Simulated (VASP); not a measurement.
A run of VASP 6.6.1 is set up as follows.

INCAR

```
PREC = Accurate
ENCUT = 520
EDIFF = 1E-6
ISMEAR = -1
SIGMA = 0.1
LREAL = False
LASPH = True
NELM = 80
ALGO = Normal
ISIF = 2
LWAVE = False
LCHARG = True
GGA = PE
LELF = True
LVHAR = True
NBANDS = 46
```

The input KPOINTS:

```
Automatic mesh
0
Gamma
  3 4 4
  0.5 0.5 0
```

File POSCAR:

```
AlRh
1.0
    5.6296620000     -0.4470090000     -0.0303290000
   -0.3814430000      4.3723200000      0.2986780000
    0.1062790000      0.2550410000      4.5744190000
Rh Al
4 4
Direct
    0.6920310000      0.3645150000      0.3785430000
    0.2822970000      0.4111850000      0.9185600000
    0.6789250000      0.2083620000      0.8890880000
    0.1407460000      0.5035290000      0.4215770000
    0.9715110000      0.0409510000      0.2288100000
    0.7537210000      0.7206050000      0.9463260000
    0.5293480000      0.7931650000      0.5368470000
    0.3161750000      0.9017190000      0.0654000000
```

Potentials or basis: VASP PAW PBE potentials, release 64 (Rh_pv, Al).

Launch:

```sh
$ cat potpaw_PBE.64/Rh_pv/POTCAR potpaw_PBE.64/Al/POTCAR > POTCAR
$ mpirun -np 1 vasp_std > vasp.out
```

Q: Estimate the largest force.

A: 3.338 eV/Å.

Q: Predict the pressure.

A: 41.5 GPa.

Q: Predict the band gap on the k mesh.

A: Zero (bands 36 and 37 overlap by 0.23 eV).

Forces in eV/Å, atoms in the order of the input:
```
Rh  -1.526  1.279  0.332
Rh  -0.649  0.210 -0.876
Rh   1.352 -2.287 -0.993
Rh  -0.661  1.104  1.165
Al  -0.385  1.029  3.152
Al   1.244 -1.799 -0.491
Al  -0.889  1.117 -1.253
Al   1.514 -0.653 -1.036
```

Caveat: the k points lie up to 0.38 Å⁻¹ apart.
